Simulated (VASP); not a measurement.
# Fe (Im-3m) in VASP: notebook

The runs below take Fe through single point, relaxation of cell and atoms, with PBEsol.

Everything below comes from runs of VASP 6.6.1. Logs are shortened: lines on timing, memory, paths and dates and some standing lists are left out, and cuts for length are marked.

**1. The cell of the first run**

The structure is cubic, space group Im-3m (No. 229). Conventional cell: a = 2.786 Å, b = 2.786 Å, c = 2.786 Å, α = 90.00°, β = 90.00°, γ = 90.00°. Fe (site symmetry m-3m) has 14 Fe at 2.41 to 2.79 Å within 3.2 Å.

**2. Single point, PBEsol, collinear spin, ferromagnetic start**

File INCAR:

```
ALGO = Fast
EDIFF = 1E-6
ENCUT = 520
GGA = PS
ISIF = 2
ISMEAR = 0
ISPIN = 2
LASPH = True
LCHARG = True
LELF = True
LMAXMIX = 4
LORBIT = 11
LREAL = False
LVHAR = True
LWAVE = False
MAGMOM = 2.37
NBANDS = 14
NELM = 150
PREC = Accurate
SIGMA = 0.1
```

File KPOINTS:

```
k-points
0
Gamma
  20 20 20
```

File POSCAR:

```
Fe
1.0
   -1.3929037155      1.3929037155      1.3929037155
    1.3929037155     -1.3929037155      1.3929037155
    1.3929037155      1.3929037155     -1.3929037155
Fe
1
Direct
    0.0000000000      0.0000000000      0.0000000000
```

Potentials or basis: VASP PAW PBE potentials, release 64 (Fe).

On the command line:

```bash
> cat potpaw_PBE.64/Fe/POTCAR > POTCAR
> mpirun -np 1 vasp_std > vasp.out
```

OUTCAR:

```text
EDIFF = 1E-6
   ENCUT = 520
   GGA = PS
   ISIF = 2
   ISMEAR = 0
   ISPIN = 2
   LASPH = True
   LORBIT = 11
   LREAL = False
   NELM = 150
   PREC = Accurate

 ion  position               nearest neighbor table
   1  0.000  0.000  0.000-

  LATTYP: Found a body centered cubic cell.
 ALAT       =     2.7858074310

  Lattice vectors:

 A1 = (  -1.3929037155,   1.3929037155,   1.3929037155)
 A2 = (   1.3929037155,  -1.3929037155,   1.3929037155)
 A3 = (   1.3929037155,   1.3929037155,  -1.3929037155)

Analysis of symmetry for initial positions (statically):
=====================================================================
 Subroutine PRICEL returns:
 Original cell was already a primitive cell.

 Routine SETGRP: Setting up the symmetry group for a
 body centered cubic supercell.

 Subroutine GETGRP returns: Found 48 space group operations
 (whereof 48 operations were pure point group operations)
 out of a pool of 48 trial point group operations.

The static configuration has the point symmetry O_h .

Analysis of symmetry for dynamics (positions and initial velocities):
=====================================================================
 Subroutine PRICEL returns:
 Original cell was already a primitive cell.

 Routine SETGRP: Setting up the symmetry group for a
 body centered cubic supercell.

 Subroutine GETGRP returns: Found 48 space group operations
 (whereof 48 operations were pure point group operations)
 out of a pool of 48 trial point group operations.

The dynamic configuration has the point symmetry O_h .

Analysis of structural, dynamic, and magnetic symmetry:
=====================================================================
 Subroutine PRICEL returns:
 Original cell was already a primitive cell.

 Routine SETGRP: Setting up the symmetry group for a
 body centered cubic supercell.

 Subroutine GETGRP returns: Found 48 space group operations
 (whereof 48 operations were pure point group operations)
 out of a pool of 48 trial point group operations.

The overall configuration has the point symmetry O_h .

 Subroutine INISYM returns: Found 48 space group operations
 (whereof 48 operations are pure point group operations),
 and found     1 'primitive' translations

----------------------------------------------------------------------------------------

                                     Primitive cell

  volume of cell :      10.8099

  direct lattice vectors                    reciprocal lattice vectors
    -1.392903715  1.392903715  1.392903715     0.000000000  0.358962356  0.358962356
     1.392903715 -1.392903715  1.392903715     0.358962356  0.000000000  0.358962356
[... 120 lines left out ...]
 NGX is ok and might be reduce to    18
   NGX =  9   NGY =  9   NGZ =  9

 number of electron       8.0000003 magnetization       2.0913752

 Free energy of the ion-electron system (eV)
  ---------------------------------------------------
  ext. energy  EPLUGINS =         0.00000000
  ---------------------------------------------------
  free energy    TOTEN  =        -8.92150384 eV

  energy without entropy =       -8.91725952  energy(sigma->0) =       -8.91938168

 E-fermi :   6.2045     XC(G=0): -13.5646

 val. band max:        6.2016834590   @ k =  -0.4500   0.4500   0.0500
 cond. band min:       6.2146729939   @ k =  -0.4000   0.4500   0.0500
 fundamental gap:      0.0129895349
 Fermi energy:         6.2045079395

 spin component 1

 k-point     1 :       0.0000    0.0000    0.0000
  band No.  band energies     occupation
      1      -2.6258      1.00000
      2       3.7898      1.00000
      3       3.7898      1.00000
      4       3.7898      1.00000
      5       5.1483      1.00000
      6       5.1483      1.00000
      7      31.6071      0.00000
      8      31.6071      0.00000
      9      31.6071      0.00000
     10      37.0384      0.00000
     11      37.0384      0.00000
     12      39.6072      0.00000
     13      39.6072      0.00000
     14      39.6072      0.00000
[... 379 lines left out ...]
      3       3.4947      1.00000
      4       4.9500      1.00000
      5       5.3650      1.00000
      6       5.9646      0.99965
      7      20.3477      0.00000
      8      24.8503      0.00000
      9      28.5637      0.00000
     10      31.9131      0.00000
     11      36.5934      0.00000
     12      38.0786      0.00000
     13      43.8461      0.00000
     14      46.0563      0.00000

 [... further k-points ...]

 spin component 2

 k-point     1 :       0.0000    0.0000    0.0000
  band No.  band energies     occupation
      1      -2.3612      1.00000
      2       5.6080      1.00000
      3       5.6080      1.00000
      4       5.6080      1.00000
      5       7.7143      0.00000
      6       7.7144      0.00000
      7      31.5349      0.00000
      8      31.5349      0.00000
      9      31.5349      0.00000
     10      37.3652      0.00000
     11      37.3652      0.00000
     12      40.3201      0.00000
     13      40.3201      0.00000
     14      40.3201      0.00000
[... 379 lines left out ...]
      3       5.0307      1.00000
      4       7.3027      0.00000
      5       7.8065      0.00000
      6       8.0126      0.00000
      7      21.1607      0.00000
      8      25.3309      0.00000
      9      29.1708      0.00000
     10      32.2637      0.00000
     11      37.1474      0.00000
     12      38.5009      0.00000
     13      44.1684      0.00000
     14      46.5780      0.00000

 [... further k-points ...]
[... 5 lines left out ...]
  --------------------------------------------------------------------------------------
  -------------------------------------------------------------------------------------
  Total       -0.0115198     -0.0115198     -0.0115198      0.0000000      0.0000000     -0.0000000
  in kB       -1.7073852     -1.7073852     -1.7073852      0.0000000      0.0000000     -0.0000000
  external PRESSURE =      -1.7073852 kB  Pullay stress =       0.0000000 kB

 VOLUME and BASIS-vectors are now :
 -----------------------------------------------------------------------------
  energy-cutoff  :      520.00
  volume of cell :       10.81
      direct lattice vectors                 reciprocal lattice vectors
    -1.392903715  1.392903715  1.392903715     0.000000000  0.358962356  0.358962356
     1.392903715 -1.392903715  1.392903715     0.358962356  0.000000000  0.358962356
     1.392903715  1.392903715 -1.392903715     0.358962356  0.358962356  0.000000000

 POSITION                                       TOTAL-FORCE (eV/Angst)
 -----------------------------------------------------------------------------------
      0.00000      0.00000      0.00000        -0.000000     -0.000000     -0.000000
 -----------------------------------------------------------------------------------
    total drift:                                0.000000      0.000000      0.000000

  FREE ENERGIE OF THE ION-ELECTRON SYSTEM (eV)
  ---------------------------------------------------
  free  energy   TOTEN  =        -8.9215038406 eV

  energy  without entropy=       -8.9172595189  energy(sigma->0) =       -8.91938168

 total charge

# of ion       s       p       d       tot
------------------------------------------
    1        0.512   0.592   6.277   7.381

 magnetization (x)

# of ion       s       p       d       tot
------------------------------------------
    1       -0.012  -0.049   2.134   2.073
```

Wall time 47 s (1 thread of Intel Xeon Platinum 8488C (Sapphire Rapids), shared host); peak memory 0.18 GiB.

What came out:

* Free energy: -8.9215 eV
* Pressure: -0.2 GPa
* Net moment: 2.09 μB per cell
* Site moments: Fe +2.07 μB
* Valence electrons inside the program's atomic spheres: Fe 7.38

Caveat: the PAW data sets were made with another functional, which shifts forces and pressure a little.

**3. Single point, PBEsol, collinear spin, ferromagnetic start**

INCAR is that of step 2.

KPOINTS is that of step 2.

POSCAR is that of step 2.

Potentials or basis: VASP PAW PBE potentials, release 64 (Fe).

On the command line:

```bash
> cat potpaw_PBE.64/Fe/POTCAR > POTCAR
> mpirun -np 1 vasp_std > vasp.out
```

OUTCAR:

```text
EDIFF = 1E-6
   ENCUT = 520
   GGA = PS
   ISIF = 2
   ISMEAR = 0
   ISPIN = 2
   LASPH = True
   LORBIT = 11
   LREAL = False
   NELM = 150
   PREC = Accurate

 ion  position               nearest neighbor table
   1  0.000  0.000  0.000-

  LATTYP: Found a body centered cubic cell.
 ALAT       =     2.7858074310

  Lattice vectors:

 A1 = (  -1.3929037155,   1.3929037155,   1.3929037155)
 A2 = (   1.3929037155,  -1.3929037155,   1.3929037155)
 A3 = (   1.3929037155,   1.3929037155,  -1.3929037155)

Analysis of symmetry for initial positions (statically):
=====================================================================
 Subroutine PRICEL returns:
 Original cell was already a primitive cell.

 Routine SETGRP: Setting up the symmetry group for a
 body centered cubic supercell.

 Subroutine GETGRP returns: Found 48 space group operations
 (whereof 48 operations were pure point group operations)
 out of a pool of 48 trial point group operations.

The static configuration has the point symmetry O_h .

Analysis of symmetry for dynamics (positions and initial velocities):
=====================================================================
 Subroutine PRICEL returns:
 Original cell was already a primitive cell.

 Routine SETGRP: Setting up the symmetry group for a
 body centered cubic supercell.

 Subroutine GETGRP returns: Found 48 space group operations
 (whereof 48 operations were pure point group operations)
 out of a pool of 48 trial point group operations.

The dynamic configuration has the point symmetry O_h .

Analysis of structural, dynamic, and magnetic symmetry:
=====================================================================
 Subroutine PRICEL returns:
 Original cell was already a primitive cell.

 Routine SETGRP: Setting up the symmetry group for a
 body centered cubic supercell.

 Subroutine GETGRP returns: Found 48 space group operations
 (whereof 48 operations were pure point group operations)
 out of a pool of 48 trial point group operations.

The overall configuration has the point symmetry O_h .

 Subroutine INISYM returns: Found 48 space group operations
[... 153 lines left out ...]

 k-point     1 :       0.0000    0.0000    0.0000
  band No.  band energies     occupation
      1      -2.6258      1.00000
      2       3.7898      1.00000
      3       3.7898      1.00000
      4       3.7898      1.00000
      5       5.1483      1.00000
      6       5.1483      1.00000
      7      31.6071      0.00000
      8      31.6071      0.00000
      9      31.6071      0.00000
     10      37.0384      0.00000
     11      37.0384      0.00000
     12      39.6072      0.00000
     13      39.6072      0.00000
     14      39.6072      0.00000
[... 379 lines left out ...]
      3       3.4947      1.00000
      4       4.9500      1.00000
      5       5.3650      1.00000
      6       5.9646      0.99965
      7      20.3477      0.00000
      8      24.8503      0.00000
      9      28.5637      0.00000
     10      31.9131      0.00000
     11      36.5934      0.00000
     12      38.0786      0.00000
     13      43.8461      0.00000
     14      46.0563      0.00000

 [... further k-points ...]

 spin component 2

 k-point     1 :       0.0000    0.0000    0.0000
  band No.  band energies     occupation
      1      -2.3612      1.00000
      2       5.6080      1.00000
      3       5.6080      1.00000
      4       5.6080      1.00000
      5       7.7143      0.00000
      6       7.7144      0.00000
      7      31.5349      0.00000
      8      31.5349      0.00000
      9      31.5349      0.00000
     10      37.3652      0.00000
     11      37.3652      0.00000
     12      40.3201      0.00000
     13      40.3201      0.00000
     14      40.3201      0.00000
[... 379 lines left out ...]
      3       5.0307      1.00000
      4       7.3027      0.00000
      5       7.8065      0.00000
      6       8.0126      0.00000
      7      21.1607      0.00000
      8      25.3309      0.00000
      9      29.1708      0.00000
     10      32.2637      0.00000
     11      37.1474      0.00000
     12      38.5009      0.00000
     13      44.1684      0.00000
     14      46.5780      0.00000

 [... further k-points ...]
[... 5 lines left out ...]
  --------------------------------------------------------------------------------------
  -------------------------------------------------------------------------------------
  Total       -0.0115198     -0.0115198     -0.0115198      0.0000000      0.0000000     -0.0000000
  in kB       -1.7073852     -1.7073852     -1.7073852      0.0000000      0.0000000     -0.0000000
  external PRESSURE =      -1.7073852 kB  Pullay stress =       0.0000000 kB

 VOLUME and BASIS-vectors are now :
 -----------------------------------------------------------------------------
  energy-cutoff  :      520.00
  volume of cell :       10.81
      direct lattice vectors                 reciprocal lattice vectors
    -1.392903715  1.392903715  1.392903715     0.000000000  0.358962356  0.358962356
     1.392903715 -1.392903715  1.392903715     0.358962356  0.000000000  0.358962356
     1.392903715  1.392903715 -1.392903715     0.358962356  0.358962356  0.000000000

 POSITION                                       TOTAL-FORCE (eV/Angst)
 -----------------------------------------------------------------------------------
      0.00000      0.00000      0.00000        -0.000000     -0.000000     -0.000000
 -----------------------------------------------------------------------------------
    total drift:                                0.000000      0.000000      0.000000

  FREE ENERGIE OF THE ION-ELECTRON SYSTEM (eV)
  ---------------------------------------------------
  free  energy   TOTEN  =        -8.9215038406 eV

  energy  without entropy=       -8.9172595189  energy(sigma->0) =       -8.91938168

 total charge

# of ion       s       p       d       tot
------------------------------------------
    1        0.512   0.592   6.277   7.381

 magnetization (x)

# of ion       s       p       d       tot
------------------------------------------
    1       -0.012  -0.049   2.134   2.073
```

OSZICAR:

```text
N       E                     dE             d eps       ncg     rms          rms(c)
DAV:   1     0.209611794530E+02    0.20961E+02   -0.38044E+03 15742   0.698E+02
DAV:   2    -0.921786681831E+01   -0.30179E+02   -0.27698E+02 15644   0.130E+02
DAV:   3    -0.101153375682E+02   -0.89747E+00   -0.88650E+00 17500   0.229E+01
DAV:   4    -0.101181618680E+02   -0.28243E-02   -0.28240E-02 16730   0.116E+00
DAV:   5    -0.101181735904E+02   -0.11722E-04   -0.11723E-04 17458   0.768E-02    0.126E+01
RMM:   6    -0.898876983935E+01    0.11294E+01   -0.14731E+00 18209   0.129E+01    0.536E+00
RMM:   7    -0.894477428710E+01    0.43996E-01   -0.48923E-02 18472   0.240E+00    0.360E+00
RMM:   8    -0.893096489514E+01    0.13809E-01   -0.63255E-03 18441   0.549E-01    0.136E+00
RMM:   9    -0.892194982010E+01    0.90151E-02   -0.93975E-04 18125   0.223E-01    0.330E-01
RMM:  10    -0.892147330754E+01    0.47651E-03   -0.37199E-04 18056   0.208E-01    0.905E-02
RMM:  11    -0.892150171013E+01   -0.28403E-04   -0.44929E-05 19015   0.520E-02    0.434E-02
RMM:  12    -0.892150288762E+01   -0.11775E-05   -0.76579E-06 19182   0.229E-02    0.160E-02
RMM:  13    -0.892150384059E+01   -0.95297E-06   -0.22276E-06 16798   0.103E-02
   1 F= -.89215038E+01 E0= -.89193817E+01  d E =-.424432E-02  mag=     2.0915
```

stdout:

```text
POSCAR found type information on POSCAR Fe
 POSCAR found :  1 types and       1 ions
 scaLAPACK will be used
 -----------------------------------------------------------------------------
|                                                                             |
|                                                                             |
|     You enforced a specific xc type in the INCAR file but a different       |
|     I HOPE YOU KNOW WHAT YOU ARE DOING!                                     |
|                                                                             |
 -----------------------------------------------------------------------------

 LDA part: xc-table for (Slater+PW92), standard interpolation
 POSCAR, INCAR and KPOINTS ok, starting setup
 FFT: planning ... GRIDC
 FFT: planning ... GRID_SOFT
 FFT: planning ... GRID
 WAVECAR not read
 entering main loop
WARNING in EDDRMM: call to ZHEGV failed, returncode =   8  4     11
```

Wall time 89 s (1 thread of Intel Xeon Platinum 8259CL at 2.50GHz (Skylake/Cascade Lake), shared host); peak memory 0.17 GiB.

What came out:

```yaml
Free_energy: -8.9215 eV
Pressure: -0.2 GPa
Net_moment: 2.09 μB per cell
Site_moments: Fe +2.07 μB
Valence_electrons_inside_the_program's_atomic_spheres: Fe 7.38
```

Caveat: the PAW data sets were made with another functional, which shifts forces and pressure a little.

[end of part 1 of 2]
